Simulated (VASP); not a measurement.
# Ca (Pm-3m) in VASP: settings compared, part 3 of 3

VASP 6.6.1.

## Step 5: Relaxation of cell and atoms, r2SCAN+rVV10

Contents of POSCAR:

```
Ca
1.0
    2.6150000000      0.0000000000      0.0000000000
    0.0000000000      2.6150000000      0.0000000000
    0.0000000000      0.0000000000      2.6150000000
Ca
1
Direct
    0.0000000000      0.0000000000      0.0000000000
```

Contents of INCAR.step1:

```
ALGO = Normal
EDIFF = 1E-4
ENCUT = 600
GGA = PE
ISMEAR = -1
LASPH = True
LCHARG = False
LREAL = False
LWAVE = True
NELM = 60
PREC = Accurate
SIGMA = 0.1
```

Contents of INCAR.step2:

```
ALGO = Normal
BPARAM = 11.95
CPARAM = 0.0093
EDIFF = 1E-7
EDIFFG = -0.01
ENCUT = 600
IBRION = 2
ISIF = 3
ISMEAR = -1
ISTART = 1
IVDW_NL = 2
LASPH = True
LCHARG = False
LMIXTAU = True
LREAL = False
LUSE_VDW = True
LWAVE = False
METAGGA = R2SCAN
NELM = 60
NSW = 80
PREC = Accurate
SIGMA = 0.1
```

Contents of KPOINTS:

```
k-points
0
Gamma
  12 12 12
```

Potentials or basis: VASP PAW PBE potentials, release 64 (Ca_sv).

The run is started by

```bash
$ cat potpaw_PBE.64/Ca_sv/POTCAR > POTCAR
$ cp INCAR.step1 INCAR
$ mpirun -np 1 vasp_std > vasp.out
$ cp INCAR.step2 INCAR
$ mpirun -np 1 vasp_std > vasp.out
```

OUTCAR:

```text
BPARAM = 11.95
   EDIFF = 1E-7
   EDIFFG = -0.01
   ENCUT = 600
   IBRION = 2
   ISIF = 3
   ISMEAR = -1
   ISTART = 1
   IVDW_NL = 2
   LASPH = True
   LREAL = False
   METAGGA = R2SCAN
   NELM = 60
   NSW = 80
   PREC = Accurate

 ion  position               nearest neighbor table
   1  0.000  0.000  0.000-

  LATTYP: Found a simple cubic cell.
 ALAT       =     2.6150000000

  Lattice vectors:

 A1 = (   2.6150000000,   0.0000000000,   0.0000000000)
 A2 = (   0.0000000000,   2.6150000000,   0.0000000000)
 A3 = (   0.0000000000,   0.0000000000,   2.6150000000)

Analysis of symmetry for initial positions (statically):
=====================================================================
 Subroutine PRICEL returns:
 Original cell was already a primitive cell.

 Routine SETGRP: Setting up the symmetry group for a
 simple cubic supercell.

 Subroutine GETGRP returns: Found 48 space group operations
 (whereof 48 operations were pure point group operations)
 out of a pool of 48 trial point group operations.

The static configuration has the point symmetry O_h .

Analysis of symmetry for dynamics (positions and initial velocities):
=====================================================================
 Subroutine PRICEL returns:
 Original cell was already a primitive cell.

 Routine SETGRP: Setting up the symmetry group for a
 simple cubic supercell.

 Subroutine GETGRP returns: Found 48 space group operations
 (whereof 48 operations were pure point group operations)
 out of a pool of 48 trial point group operations.

The dynamic configuration has the point symmetry O_h .

 Subroutine INISYM returns: Found 48 space group operations
 (whereof 48 operations are pure point group operations),
 and found     1 'primitive' translations

----------------------------------------------------------------------------------------

                                     Primitive cell

  volume of cell :      17.8820

  direct lattice vectors                    reciprocal lattice vectors
     2.615000000  0.000000000  0.000000000     0.382409178  0.000000000  0.000000000
     0.000000000  2.615000000  0.000000000     0.000000000  0.382409178  0.000000000
     0.000000000  0.000000000  2.615000000     0.000000000  0.000000000  0.382409178

  length of vectors
     2.615000000  2.615000000  2.615000000     0.382409178  0.382409178  0.382409178

  position of ions in fractional coordinates (direct lattice)
     0.000000000  0.000000000  0.000000000

  ion indices of the primitive-cell ions
   primitive index   ion index
                 1           1

----------------------------------------------------------------------------------------

 KPOINTS: k-points

Automatic generation of k-mesh.
 Grid dimensions read from file:
 generate k-points for:   12   12   12

 Generating k-lattice:

  Cartesian coordinates                     Fractional coordinates (reciprocal lattice)
     0.031867431  0.000000000  0.000000000     0.083333333  0.000000000  0.000000000
     0.000000000  0.031867431  0.000000000     0.000000000  0.083333333  0.000000000
     0.000000000  0.000000000  0.031867431     0.000000000  0.000000000  0.083333333

  Length of vectors
     0.031867431  0.031867431  0.031867431

  Shift w.r.t. Gamma in fractional coordinates (k-lattice)
     0.000000000  0.000000000  0.000000000

 Subroutine IBZKPT returns following result:
 ===========================================

 Found     84 irreducible k-points:

 Following reciprocal coordinates:
            Coordinates               Weight
  0.000000  0.000000  0.000000      1.000000
  0.083333  0.000000  0.000000      6.000000
  0.166667  0.000000  0.000000      6.000000
  0.250000  0.000000  0.000000      6.000000
  0.333333  0.000000  0.000000      6.000000
  0.416667  0.000000  0.000000      6.000000
[... 16 lines left out ...]
  0.333333  0.333333  0.000000     12.000000
  0.416667  0.333333  0.000000     24.000000
 [... further k-points ...]
   k-points           NKPTS =     84   k-points in BZ     NKDIM =     84   number of bands    NBANDS=      9
   number of dos      NEDOS =    301   number of ions     NIONS =      1
   total plane-waves  NPLWV =  13824
   dimension x,y,z NGX =    24 NGY =   24 NGZ =   24
   dimension x,y,z NGXF=    48 NGYF=   48 NGZF=   48
   ions per type =               1
   NGX,Y,Z   is equivalent  to a cutoff of  15.26, 15.26, 15.26 a.u.
   NGXF,Y,Z  is equivalent  to a cutoff of  30.52, 30.52, 30.52 a.u.
 SYSTEM =  unknown system
   PREC   = accura    normal or accurate (medium, high low for compatibility)
   ISTART =      1    job   : 0-new  1-cont  2-samecut
   ICHARG =      0    charge: 1-file 2-atom 10-const
   ISPIN  =      1    spin polarized calculation?
   LNONCOLLINEAR =      F non collinear calculations
   LSORBIT =      F    spin-orbit coupling
   LASPH  =      T    aspherical Exc in radial PAW
   ENCUT  =  600.0 eV  44.10 Ry    6.64 a.u.   5.22  5.22  5.22*2*pi/ulx,y,z
   NELM   =     60;   NELMIN=  2; NELMDL=  0     # of ELM steps
   EDIFF  = 0.1E-06   stopping-criterion for ELM
   LREAL  =      F    real-space projection
   EDIFFG = -.1E-01   stopping-criterion for IOM
   NSW    =     80    number of steps for IOM
   IBRION =      2    ionic relax: 0-MD 1-quasi-New 2-CG
   NFREE  =      1    steps in history (QN), initial steepest desc. (CG)
   ISIF   =      3    stress and relaxation
   ISYM   =      2    0-nonsym 1-usesym 2-fastsym
   POTIM  = 0.5000    time-step for ionic-motion
   TEBEG  =    0.0;   TEEND  =   0.0 temperature during run
   PSTRESS=    0.0 pullay stress
   NELECT =      10.0000    total number of electrons
   NUPDOWN=      -1.0000    fix difference up-down
   EMIN   =  10.00;   EMAX   =-10.00  energy-range for DOS
   EFERMI =   0.00;   METHOD = LEGACY
   ISMEAR =    -1;   SIGMA  =   0.10  broadening in eV -4-tet -1-fermi 0-gaus
   EFERMI_NEDOS =   21; number of points for ismear=-14 and -15
   IALGO  =     38    algorithm
   IMIX   =      4    mixing-type and parameters
     AMIX     =   0.40;   BMIX     =  1.00
     AMIX_MAG =   1.60;   BMIX_MAG =  1.00
  volume/ion in A,a.u.               =      17.88       120.67
  Fermi-wavevector in a.u.,A,eV,Ry     =   1.348766  2.548797 24.751291  1.819169
  Thomas-Fermi vector in A             =   2.476408
   LORBIT       =      0    0 simple, 1 ext, 2 COOP (PROOUT), +10 PAW based schemes
   METAGGA = R2SCAN    functional components
   LHFCALC =     F    Hartree Fock is set to
   AEXX    =    0.0000 exact exchange contribution
   IVDW_NL    =     2    kernel type
   BPARAM     =11.9500
   IVDW    =     0    specifies the selected vdW correction
   LEPSILON=     F    determine dielectric tensor
   LRPA    =     F    only Hartree local field effects (RPA)
 conjugate gradient relaxation of ions
 non-spin polarized calculation
  energy-cutoff  :      600.00
  volume of cell :       17.88
 maximum number of plane-waves:       624
 NGX is ok and might be reduce to    24
   NGX = 11   NGY = 11   NGZ = 11

--------------------------------------- Ionic step        1  -------------------------------------------

 number of electron      10.0000000 magnetization

 Free energy of the ion-electron system (eV)
  ---------------------------------------------------
  ext. energy  EPLUGINS =         0.00000000
  ---------------------------------------------------
  free energy    TOTEN  =        -4.69873579 eV

  energy without entropy =       -4.69026651  energy(sigma->0) =       -4.69450115

 E-fermi :   6.5566     XC(G=0): -11.7079

 val. band max:        6.5410909986   @ k =   0.4167   0.4167   0.4167
 cond. band min:       6.8480194889   @ k =   0.0000   0.0000   0.0000
 fundamental gap:      0.3069284903
 Fermi energy:         6.5565940453

 k-point     1 :       0.0000    0.0000    0.0000
  band No.  band energies     occupation
      1     -36.7360      2.00000
      2     -15.4929      2.00000
      3     -15.4929      2.00000
      4     -15.4929      2.00000
      5       2.2039      2.00000
      6       6.8480      0.10291
      7       6.8480      0.10290
      8      14.8304      0.00000
      9      14.8304      0.00000
[... 376 lines left out ...]
  FREE ENERGIE OF THE ION-ELECTRON SYSTEM (eV)
  ---------------------------------------------------
  free  energy   TOTEN  =        -6.3249032679 eV

  energy  without entropy=       -6.3046459530  energy(sigma->0) =       -6.31477461

[... ionic steps 4 to 20 ...]

--------------------------------------- Ionic step       21  -------------------------------------------

 number of electron      10.0000001 magnetization

------------------------ aborting loop because EDIFF is reached ----------------------------------------
[... 65 lines left out ...]
--------------------------------------- Ionic step       23  -------------------------------------------

 number of electron      10.0000001 magnetization

 Free energy of the ion-electron system (eV)
  ---------------------------------------------------
  ext. energy  EPLUGINS =         0.00000000
  ---------------------------------------------------
  free energy    TOTEN  =        -6.34697114 eV

  energy without entropy =       -6.32049525  energy(sigma->0) =       -6.33373319

 E-fermi :   1.9847     XC(G=0):  -8.2146

 val. band max:        1.9832208059   @ k =   0.5000   0.4167   0.2500
 cond. band min:       2.0032247903   @ k =   0.4167   0.0833   0.0000
 fundamental gap:      0.0200039844
 Fermi energy:         1.9847256795

 k-point     1 :       0.0000    0.0000    0.0000
  band No.  band energies     occupation
      1     -41.9806      2.00000
      2     -21.9826      2.00000
      3     -21.9826      2.00000
      4     -21.9826      2.00000
      5      -2.1756      2.00000
      6       3.0525      0.00005
      7       3.0525      0.00005
      8       6.5595      0.00000
      9       6.5595      0.00000
[... 304 lines left out ...]
  FREE ENERGIE OF THE ION-ELECTRON SYSTEM (eV)
  ---------------------------------------------------
  free  energy   TOTEN  =        -6.3469711351 eV

  energy  without entropy=       -6.3204952543  energy(sigma->0) =       -6.33373319

 reached required accuracy - stopping structural energy minimisation
```

OUTCAR.step1:

```text
EDIFF = 1E-4
   ENCUT = 600
   GGA = PE
   ISMEAR = -1
   LASPH = True
[... 503 lines left out ...]

 POSITION                                       TOTAL-FORCE (eV/Angst)
 -----------------------------------------------------------------------------------
      0.00000      0.00000      0.00000         0.000000      0.000000      0.000000
 -----------------------------------------------------------------------------------
    total drift:                                0.000000      0.000000      0.000000

  FREE ENERGIE OF THE ION-ELECTRON SYSTEM (eV)
  ---------------------------------------------------
  free  energy   TOTEN  =         0.2106237551 eV

  energy  without entropy=        0.2214409485  energy(sigma->0) =        0.21603235
```

OSZICAR.step1:

```text
N       E                     dE             d eps       ncg     rms          rms(c)
DAV:   1     0.730577948922E+02    0.73058E+02   -0.64831E+03  1512   0.130E+03
DAV:   2     0.124115605688E+01   -0.71817E+02   -0.71269E+02  1571   0.266E+02
DAV:   3     0.138952364215E+00   -0.11022E+01   -0.10893E+01  2157   0.357E+01
DAV:   4     0.115317598837E+00   -0.23635E-01   -0.23603E-01  1979   0.402E+00
DAV:   5     0.115060760727E+00   -0.25684E-03   -0.25677E-03  2179   0.318E-01    0.274E+00
DAV:   6     0.182470916459E+00    0.67410E-01   -0.27449E-02  2311   0.132E+00    0.144E+00
DAV:   7     0.211233285524E+00    0.28762E-01   -0.41620E-02  2351   0.144E+00    0.168E-01
DAV:   8     0.210606330469E+00   -0.62696E-03   -0.20228E-03  2265   0.558E-01    0.332E-02
DAV:   9     0.210623755133E+00    0.17425E-04   -0.10808E-04  1315   0.111E-01
   1 F= 0.21062376E+00 E0= 0.21603235E+00  d E =-.108172E-01
```

Wall time 6.5 min (1 thread of Intel Xeon 6975P-C (Granite Rapids), shared host); peak memory 0.23 GiB.

What came out:

- Free energy: -6.3470 eV
- Relaxed volume: 41.85 Å³/atom
- Relaxed cell: a = 3.472 Å, b = 3.472 Å, c = 3.472 Å, α = 90.00°, β = 90.00°, γ = 90.00°
- Space group after relaxing (to 0.1 Å): Pm-3m (No. 221)
- Energy gained by relaxing: 1648.2 meV/atom
- Ionic steps: 23
- Pressure after relaxing: 0.0 GPa
- Band gap on the k mesh: zero (bands 5 and 6 overlap by 1.45 eV)

Step by step:
| step | energy change (eV) | largest force (eV/Å) | pressure (GPa) | volume (Å³) |
| --- | --- | --- | --- | --- |
| 1 | 0.0000 | 0.0000 | 42.40 | 17.88 |
| 2 | -1.5544 | 0.0000 | 4.07 | 33.14 |
| 3 | -1.6262 | 0.0000 | 1.66 | 37.30 |
| 4 | -1.6321 | 0.0000 | -1.03 | 46.63 |
| 5 | -1.6481 | 0.0000 | -0.12 | 42.37 |
| 6 | -1.6482 | 0.0000 | 0.06 | 41.74 |
| 7 | -1.6482 | 0.0000 | 0.06 | 41.74 |
| 8 | -1.6482 | 0.0000 | 0.07 | 41.74 |
| 9 | -1.6482 | 0.0000 | 0.06 | 41.74 |
| 10 | -1.6482 | 0.0000 | 0.06 | 41.74 |
| 11 | -1.6482 | 0.0000 | 0.06 | 41.74 |
| 12 | -1.6482 | 0.0000 | 0.06 | 41.74 |
| 13 | -1.6482 | 0.0000 | 0.06 | 41.74 |
| 14 | -1.6482 | 0.0000 | 0.06 | 41.74 |
| 15 | -1.6482 | 0.0000 | 0.06 | 41.74 |
| 16 | -1.6482 | 0.0000 | 0.06 | 41.74 |
| 17 | -1.6482 | 0.0000 | 0.07 | 41.74 |
| 18 | -1.6482 | 0.0000 | 0.07 | 41.74 |
| 19 | -1.6482 | 0.0000 | 0.06 | 41.75 |
| 20 | -1.6482 | 0.0000 | 0.06 | 41.75 |
| 21 | -1.6482 | 0.0000 | 0.05 | 41.77 |
| 22 | -1.6482 | 0.0000 | 0.05 | 41.79 |
| 23 | -1.6482 | 0.0000 | 0.03 | 41.85 |

Final structure:
```
Ca
1.0
     3.47175    0.00000    0.00000
     0.00000    3.47175    0.00000
     0.00000    0.00000    3.47175
Ca
1
Direct
  0.00000 0.00000 0.00000
```

Caveat: the volume moved by over 15 % at a fixed basis, so the end points are rough; the PAW data sets were made with another functional, which shifts forces and pressure a little. Zero-point motion and thermal expansion aren't in these numbers.

## Step 6: Overview

```csv
task,level,cell,cutoff (eV),gap on the mesh (eV),pressure (GPa),relaxed volume (Å³/atom)
relaxation of cell and atoms,revPBE+D3(BJ),"relaxed from a = 2.615 Å, 1 atom",600,none,0.0,39.49
relaxation of cell and atoms,PBE+D3(BJ),"relaxed from a = 2.615 Å, 1 atom",600,none,0.0,39.97
single point,r2SCAN+rVV10,"a = 3.480 Å, 1 atom",520,none,0.0,-
relaxation of cell and atoms,r2SCAN+rVV10,"relaxed from a = 2.615 Å, 1 atom",600,none,0.0,41.85
```

Alike in all rows: potentials or basis VASP PAW PBE potentials, release 64 (Ca_sv); no spin polarisation; k mesh 12 × 12 × 12; smearing fermi-dirac 0.1 eV.

Caveats: the volume moved by over 15 % at a fixed basis, so the end points are rough (at least some runs); the PAW data sets were made with another functional, which shifts forces and pressure a little (at least some runs).

Total energies depend on the potentials used, so only differences within one code and one set of settings carry meaning.

The gap in the log of VASP goes by the Fermi energy; the results here count the filled bands.